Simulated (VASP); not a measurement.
A run of VASP 6.6.1 is set up as follows.

Contents of INCAR:

```
SYSTEM = CaO
PREC = Accurate
ENCUT = 520
EDIFF = 1E-6
ISMEAR = 0
SIGMA = 0.05
LREAL = .False.
LASPH = .True.
NELM = 60
ALGO = Normal
ISIF = 2
LWAVE = .False.
LCHARG = .False.
GGA = PE
NBANDS = 24
```

Contents of KPOINTS:

```
Automatic mesh
0
Gamma
  9 9 6
  0 0 0
```

Contents of POSCAR:

```
CaO
1.0
    3.9852425202      0.0000000000      0.0000000000
   -1.9926212601      3.4513212628      0.0000000000
    0.0000000000      0.0000000000      4.5957816743
Ca O
2 2
Direct
    0.3333333333      0.6666666667      0.7500000000
    0.6666666667      0.3333333333      0.2500000000
    0.3333333333      0.6666666667      0.2500000000
    0.6666666667      0.3333333333      0.7500000000
```

Potentials or basis: VASP PAW PBE potentials, release 64 (Ca_sv, O).

Launch:

```console
$ cat potpaw_PBE.64/Ca_sv/POTCAR potpaw_PBE.64/O/POTCAR > POTCAR
$ mpirun -np 1 vasp_std > vasp.out
```

Task: What does it give for the pressure?

Result: 6.6 GPa.

Task: What does it give for the band gap on the k mesh?

Result: 3.15 eV.

Stress tensor (GPa, compression positive):
```
 3.90  0.00  0.00
 0.00  3.90  0.00
 0.00  0.00 12.00
```

Caveat: the stress differs along the axes, from 4 to 12 GPa. A k mesh can miss the band edges.
